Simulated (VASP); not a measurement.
Runs of VASP 6.6.1 on MgS. It takes space group P6_3mc (No. 186, hexagonal). The conventional cell has a = 4.035 Å, b = 4.035 Å, c = 6.432 Å, α = 90.00°, β = 90.00°, γ = 120.00°. Mg (site symmetry 3m) has 4 S at 2.45 to 2.47 Å within 3.2 Å. Within 3.2 Å of S (site symmetry 3m) lie 4 Mg at 2.45 to 2.47 Å. 

```csv
level,potentials or basis,k mesh,cutoff (eV),smearing,gap on the mesh (eV),pressure (GPa),largest force (eV/Å)
r2SCAN,"VASP PAW PBE potentials, release 64 (Mg, S)",2 × 2 × 1,660,gaussian 0.1 eV,4.06,0.6,-
PBE,"VASP PAW PBE potentials, release 64 (Mg, S)",3 × 3 × 2,600,gaussian 0.1 eV,3.43,(b),0.04
r2SCAN,"VASP PAW PBE potentials, release 64 (Mg, S)",3 × 3 × 1,660,gaussian 0.1 eV,4.10,-0.3,0.05
LDA,"VASP PAW LDA potentials, release 64 (Mg, S)",1 × 5 × 2,600,gaussian 0.1 eV,3.05,(a),0.27
PBE+D3(BJ),"VASP PAW PBE potentials, release 64 (Mg, S)",4 × 4 × 2,600,gaussian 0.1 eV,3.43,-1.2,0.05
revPBE,"VASP PAW PBE potentials, release 64 (Mg, S)",3 × 3 × 1,600,gaussian 0.01 eV,3.60,2.1,0.05
r2SCAN,"VASP PAW PBE potentials, release 64 (Mg, S)",3 × 3 × 1,660,gaussian 0.01 eV,4.10,-0.3,0.05
PBEsol,"VASP PAW PBE potentials, release 64 (Mg, S)",3 × 3 × 2,600,methfessel-paxton 0.272114 eV,3.27,-0.2,0.01
```

Alike in all rows: task single point; no spin polarisation; cell as given.

Task: Estimate the missing entries.

Result: (a) 1.4; (b) 1.1.

Caveats: all runs use coarse meshes; the PAW data sets were made with another functional, which shifts forces and pressure a little (some runs).

